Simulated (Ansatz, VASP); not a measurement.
## One calculation of CdS, two programs

Contents of INCAR:

```
SYSTEM = CdS
ALGO = Normal
EDIFF = 1E-7
ENCUT = 520
ISIF = 2
ISMEAR = -1
LASPH = .True.
LCHARG = .True.
LELF = .True.
LREAL = .False.
LVHAR = .True.
LWAVE = .False.
NBANDS = 26
NELM = 80
PREC = Accurate
SIGMA = 0.02
```

KPOINTS

```
k-points
0
Gamma
  8 8 4
  0 0 0
```

Contents of POSCAR:

```
CdS
1.0
    4.1485361787      0.0000000000      0.0000000000
   -2.0742680894      3.5927377193      0.0000000000
    0.0000000000      0.0000000000      6.7714220916
Cd S
2 2
Direct
    0.3333333333      0.6666666667      0.0000000000
    0.6666666667      0.3333333333      0.5000000000
    0.3333333333      0.6666666667      0.3850000000
    0.6666666667      0.3333333333      0.8850000000
```

Input for Ansatz:

```yaml
crystal:
  lattice:
    - [4.1485361787, 0.0, 0.0]
    - [-2.0742680894, 3.5927377193, 0.0]
    - [0.0, 0.0, 6.7714220916]
  atoms:
    - { symbol: Cd, position: [0.3333333333, 0.6666666667, 0.0] }
    - { symbol: Cd, position: [0.6666666667, 0.3333333333, 0.5] }
    - { symbol: S, position: [0.3333333333, 0.6666666667, 0.385] }
    - { symbol: S, position: [0.6666666667, 0.3333333333, 0.885] }
kpoints:
  mp_grid: { grid: [8, 8, 4] }
  band_path:
    path:
      - [0.0, 0.0, 0.0]
      - [0.5, 0.0, 0.0]
      - [0.3333333333, 0.3333333333, 0.0]
      - [0.0, 0.0, 0.0]
      - [0.0, 0.0, 0.5]
      - [0.5, 0.0, 0.5]
      - [0.3333333333, 0.3333333333, 0.5]
      - [0.0, 0.0, 0.5]
      - [0.5, 0.0, 0.5]
    npoints: 5
scf:
  occupations: { method: fermi_dirac, width: 0.02 }
hamiltonian:
  xc: lda
  pseudopotentials: { kind: all_electron, lapw: { basis_error: 0.001 } }
output:
  forces: true
  stress: true
  eigenvalues: true
```

Change from the starting cell: volume scaled by 1.01.

Alike in both runs: task single point; functional LDA; k mesh 8 × 8 × 4; occupations fermi-dirac, width 0.02 eV; no spin polarisation.

|  | VASP | Ansatz |
| --- | --- | --- |
| version | VASP 6.6.1 | Ansatz 0.2.0 |
| potentials or method | VASP PAW LDA potentials, release 64 (Cd, S), cutoff 520 eV | all-electron LAPW, scalar-relativistic |

VASP gave:

```
gap on the k mesh at the Fermi level (eV)                     : 0.95
pressure (GPa)                                                : -2.8
traceless stress, the component that is largest in VASP (GPa) : -1.18
rms of the force components (eV/Å)                            : 0.137
```

Task: Which values does Ansatz return?

Result: gap on the k mesh at the Fermi level (eV): 0.92; pressure (GPa): -3.2; traceless stress, the component that is largest in VASP (GPa): -1.11; rms of the force components (eV/Å): 0.131.

LDA's correlation is that of Perdew and Zunger in VASP and of Perdew and Wang (1992) in Ansatz. Atom by atom the forces differ by 0.006 eV/Å (rms over components). Ansatz ran all-electron here, and VASP with PAW potentials.
